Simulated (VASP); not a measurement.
Input of a VASP 6.6.1 run:

The input INCAR:

```
SYSTEM = H3C2N
ALGO = Normal
EDIFF = 1E-7
ENCUT = 520
GGA = PE
ISIF = 2
ISMEAR = -1
IVDW = 12
LASPH = .True.
LCHARG = .False.
LREAL = Auto
LWAVE = .False.
NBANDS = 72
NELM = 100
PREC = Accurate
SIGMA = 0.02
```

The input KPOINTS:

```
k-points
0
Gamma
  1 1 1
  0 0 0
```

POSCAR

```
H3C2N
1.0
    8.0517480000      0.0000000000      0.0000000000
    0.0000000000      8.0517480000      0.0000000000
    0.0000000000      0.0000000000      8.0517480000
C N H
12 6 18
Direct
    0.3642687277      0.2494986182      0.4857578752
    0.4021487011      0.3530661913      0.6344585052
    0.3050269333      0.6880990314      0.5041762360
    0.3141802252      0.8257089020      0.3858044241
    0.8759588601     -0.0007575995      0.1804701290
    0.8809018861      0.0707051438      0.3395660172
    0.7316175320      0.4976931717      0.2728972640
    0.9079022344      0.5195145203      0.2298631303
    0.2942839244      0.7927967939      0.9226319552
    0.4696992504      0.7466453247      0.9330272135
    0.8377311361      0.3893688675      0.7919895158
    0.9177758668      0.5004627567      0.6761513152
    0.4217469300      0.4242929610      0.7568418684
    0.3171733641      0.9400194840      0.3014376506
    0.8623220697      0.1508368121      0.4586084910
    1.0452388724      0.5432112381      0.1983792836
    0.6119664947      0.7161053724      0.9495702051
    0.9662001344      0.6101283845      0.5974975869
    0.3262521380      0.3461235995      0.3830596785
    0.4446612090      0.1551340156      0.4360543822
    0.2514485053      0.1877977304      0.5140250291
    0.2429286162      0.7321764168      0.6176547006
    0.2224610110      0.5987022942      0.4444128157
    0.4324775192      0.6414631953      0.5440806145
    0.7407211453     -0.0080852009      0.1503524452
    0.9442173302      0.0773124047      0.0930853772
    0.9162482482     -0.1287049719      0.1780110356
    0.6864347965      0.6068371737      0.3300525550
    0.6606639949      0.4733878904      0.1590213703
    0.7465211281      0.4031671135      0.3661192576
    0.2321235091      0.6975131363      0.8425748049
    0.2379359116      0.8016768533      1.0392898536
    0.2867576084      0.9170555263      0.8821686918
    0.7585557819      0.3036483506      0.7289100454
    0.9381937934      0.3341510440      0.8706308245
    0.7448320539      0.4522372036      0.8690783666
```

Potentials or basis: VASP PAW PBE potentials, release 64 (C, N, H).

Command:

```console
$ cat potpaw_PBE.64/C/POTCAR potpaw_PBE.64/N/POTCAR potpaw_PBE.64/H/POTCAR > POTCAR
$ mpirun -np 1 vasp_gam > vasp.out
```

Estimate the largest force.

3.573 eV/Å.

Estimate the dispersion energy per atom.

-0.046 eV.

What does it give for the pressure?

1.3 GPa.

Stress tensor (GPa, compression positive):
```
-0.56  0.94 -1.14
 0.94  2.46 -0.17
-1.14 -0.17  2.03
```

Caveat: the k points lie up to 0.78 Å⁻¹ apart.
